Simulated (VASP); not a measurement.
Wanted: the native input for a VASP 6.6.1 run.

```yaml
Task: relaxation of volume and atoms at fixed shape
Functional: PBEsol
Potentials_or_basis: VASP PAW PBE potentials, release 64 (Al)
Cutoff: 600 eV
k_mesh: 10 × 10 × 10
Occupations: fermi-dirac, width 0.05 eV
Spin: no spin polarisation
Dipole_correction: no
Further_INCAR_settings: ALGO = Normal; EDIFF = 1e-06; IBRION = 2; EDIFFG = -0.03; NSW = 80; ISIF = 8
```

The structure of Al lies in POSCAR:

```
Al
1.0
    0.0000000000      2.0248050000      2.0248050000
    2.0248050000      0.0000000000      2.0248050000
    2.0248050000      2.0248050000      0.0000000000
Al
1
Direct
    0.0000000000      0.0000000000      0.0000000000
```

The input as run:

INCAR

```
SYSTEM = Al
  PREC = Accurate
  ENCUT = 600
  EDIFF = 1E-6
  ISMEAR = -1
  SIGMA = 0.05
  LREAL = .FALSE.
  LASPH = .TRUE.
  NELM = 60
  ALGO = Normal
  ISIF = 8
  LWAVE = .FALSE.
  LCHARG = .FALSE.
  GGA = PS
  IBRION = 2
  NSW = 80
  EDIFFG = -0.03
```

KPOINTS

```
regular mesh
0
G
  10 10 10
  0 0 0
```

Potentials or basis: VASP PAW PBE potentials, release 64 (Al).

Command:

```sh
$ cat potpaw_PBE.64/Al/POTCAR > POTCAR
$ mpirun -np 1 vasp_std > vasp.out
```

It gave:

The relaxed volume is 16.11 Å³/atom and the relaxed cell is a = 2.835 Å, b = 2.835 Å, c = 2.835 Å, α = 60.00°, β = 60.00°, γ = 60.00°. The space group after relaxing (to 0.05 Å) is Fm-3m (No. 225) and the energy gained by relaxing is 2.9 meV/atom. The ionic steps are 2 and the pressure after relaxing is 0.2 GPa.

Caveat: the PAW data sets were made with another functional, which shifts forces and pressure a little.

Run time: 2.3 s on 1 thread of Intel(R) Xeon(R) 6975P-C (Granite Rapids), with other jobs on the host, peak memory 0.13 GiB.
